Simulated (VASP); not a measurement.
Si2W, 3 atoms in the cell. The structure is trigonal, space group P-3m1 (No. 164). Conventional cell: a = 3.330 Å, b = 3.330 Å, c = 5.873 Å, α = 90.00°, β = 90.00°, γ = 120.00°. Si (site symmetry 3m) has 9 Si at 2.66 to 3.33 Å and 3 W at 2.79 Å within 3.5 Å. Within 3.7 Å of W (site symmetry -3m) lie 6 Si at 2.79 Å and 6 W at 3.33 Å. The cell was generated, and may not be a known phase.

* Program: VASP 6.6.1
* Task: relaxation of cell and atoms
* Functional: PBE
* Potentials or basis: VASP PAW PBE potentials, release 64 (Si, W_sv)
* Cutoff: 600 eV
* k mesh: 6 × 6 × 4
* Occupations: gaussian, width 0.1 eV
* Spin: no spin polarisation
* Dipole correction: no
* Further INCAR settings: ALGO = Normal; EDIFF = 1e-06; IBRION = 2; EDIFFG = -0.04; NSW = 90; ISIF = 3

Potentials or basis: VASP PAW PBE potentials, release 64 (Si, W_sv).

Launch:

```console
$ cat potpaw_PBE.64/Si/POTCAR potpaw_PBE.64/W_sv/POTCAR > POTCAR
$ mpirun -np 1 vasp_std > vasp.out
```

Hardware: 1 thread of Intel(R) Xeon(R) 6975P-C (Granite Rapids) (shared host).

How long does it take, and how much memory?

It took 93 s on 1 thread of Intel(R) Xeon(R) 6975P-C (Granite Rapids), on a shared host, peak memory 0.21 GiB. Counts: scf iterations 97, k points 24, ion steps 12.
